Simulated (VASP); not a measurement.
Write the native input for VASP 6.6.1 that does the following.

```
Task                   : single point
Functional             : PBE
Potentials or basis    : VASP PAW PBE potentials, release 64 (Pb_d, B)
Cutoff                 : 520 eV
k mesh                 : 7 × 7 × 7
Occupations            : fermi-dirac, width 0.1 eV
Spin                   : no spin polarisation
Dipole correction      : no
Further INCAR settings : ALGO = Normal; EDIFF = 1e-06; NBANDS = 29
```

The structure of B2Pb lies in POSCAR:

```
B2Pb
1.0
    0.0000000000      3.8990690000     -0.0000001600
    3.8990690000      0.0000000000     -0.0000001600
    1.9495342500      1.9495342500     -6.0929001600
Pb B
2 4
Direct
    0.8750000000      0.1250000000      0.7500000000
    0.1250000000      0.8750000000      0.2500000000
    0.5517446380      0.3017446380      0.3965107240
    0.3017446380      0.5517446380      0.8965107240
    0.4482553620      0.6982553620      0.6034892760
    0.6982553620      0.4482553620      0.1034892760
```

These files were run (other wordings do the same):

INCAR

```
ALGO = Normal
EDIFF = 1E-6
ENCUT = 520
GGA = PE
ISIF = 2
ISMEAR = -1
LASPH = True
LCHARG = True
LELF = True
LREAL = False
LVHAR = True
LWAVE = False
NBANDS = 29
NELM = 100
PREC = Accurate
SIGMA = 0.1
```

KPOINTS

```
k-points
0
Gamma
  7 7 7
```

Potentials or basis: VASP PAW PBE potentials, release 64 (Pb_d, B).

Command:

```sh
$ cat potpaw_PBE.64/Pb_d/POTCAR potpaw_PBE.64/B/POTCAR > POTCAR
$ mpirun -np 1 vasp_std > vasp.out
```

Results of the run:

```yaml
Pressure: -8.6 GPa
Largest_force: 0.004 eV/Å
Band_gap_on_the_k_mesh: zero (bands 20 and 21 overlap by 2.26 eV)
```

Caveat: the cell stands under tension; spin-orbit coupling is left out, which moves the levels of the heavy elements.

It took 3.1 min on 1 thread of Intel Xeon 8259CL (shared host), peak memory 0.25 GiB.
